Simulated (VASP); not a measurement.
Sb:

```
Sb
1.0
     3.32251    0.00000    0.00000
    -1.66126    2.87738    0.00000
     0.00000    0.00000    5.46774
Sb
2
Direct
  0.20809 0.58831 0.23362
  0.79191 0.41169 0.76638
```

This cell differs from its parent crystal: atom 1 moved 0.75 Å.

| Property | Result |
| --- | --- |
| Program | VASP 6.6.1 |
| Task | relaxation of cell and atoms |
| Functional | PBEsol |
| Potentials or basis | VASP PAW PBE potentials, release 64 (Sb) |
| Cutoff | 600 eV |
| k mesh | 12 × 12 × 6 |
| Occupations | gaussian, width 0.15 eV |
| Spin | no spin polarisation |

At the start: pressure 3.4 GPa; volume 26.14 Å³/atom.

Question: Where does the relaxation end?

Answer: Over 63 steps the energy falls by 198.3 meV/atom and the volume is 28.76 Å³/atom (+10.0 %); space group Pm-3m (No. 221, to 0.05 Å).

Step by step:
| step | energy change (eV) | largest force (eV/Å) | pressure (GPa) | volume (Å³) |
| --- | --- | --- | --- | --- |
| 1 | 0.0000 | 0.8650 | 3.43 | 52.27 |
| 3 | -0.0899 | 0.2653 | -1.52 | 55.31 |
| 5 | -0.1100 | 0.2182 | 0.38 | 53.48 |
| 7 | -0.1256 | 0.1240 | -0.05 | 53.85 |
| 9 | -0.1288 | 0.1225 | 0.12 | 53.82 |
| 11 | -0.1347 | 0.0802 | 0.92 | 53.55 |
| 13 | -0.1373 | 0.0693 | 0.78 | 53.73 |
| 15 | -0.1451 | 0.0424 | 0.18 | 54.53 |
| 17 | -0.1591 | 0.0672 | -0.45 | 55.57 |
| 19 | -0.1822 | 0.1099 | 1.00 | 55.30 |
| 21 | -0.1954 | 0.0949 | 1.01 | 55.61 |
| 23 | -0.1980 | 0.0900 | 1.09 | 55.79 |
| 25 | -0.2474 | 0.0879 | 0.33 | 56.97 |
| 27 | -0.2578 | 0.0941 | -0.11 | 57.68 |
| 29 | -0.3300 | 0.1432 | -0.31 | 57.64 |
| 31 | -0.3381 | 0.2074 | -0.08 | 57.52 |
| 33 | -0.3457 | 0.1786 | -0.03 | 57.45 |
| 35 | -0.3740 | 0.0752 | 1.28 | 56.34 |
| 37 | -0.3837 | 0.0703 | -0.52 | 57.96 |
| 39 | -0.3864 | 0.0606 | -0.09 | 57.54 |
| 41 | -0.3890 | 0.0610 | 0.28 | 57.21 |
| 43 | -0.3904 | 0.0554 | -0.35 | 57.81 |
| 45 | -0.3921 | 0.0487 | -0.13 | 57.61 |
| 47 | -0.3926 | 0.0460 | 0.03 | 57.45 |
| 49 | -0.3932 | 0.0409 | 0.17 | 57.33 |
| 51 | -0.3934 | 0.0375 | -0.44 | 57.92 |
| 53 | -0.3940 | 0.0363 | -0.13 | 57.61 |
| 55 | -0.3945 | 0.0360 | 0.05 | 57.45 |
| 57 | -0.3958 | 0.0207 | -0.03 | 57.53 |
| 59 | -0.3960 | 0.0131 | -0.08 | 57.57 |
| 61 | -0.3963 | 0.0062 | 0.17 | 57.34 |
| 63 | -0.3965 | 0.0037 | -0.01 | 57.51 |

Final structure:
```
Sb
1.0
     4.33215   -0.02318    0.04864
    -2.15597    2.17815   -0.04034
    -0.06319    0.04168    6.12630
Sb
2
Cartesian
  -1.0914 1.0982 1.5107
  3.2044 1.0984 4.6239
```

Caveat: the cell differs from its parent crystal (atom 1 moved 0.75 Å); the PAW data sets were made with another functional, which shifts forces and pressure a little.
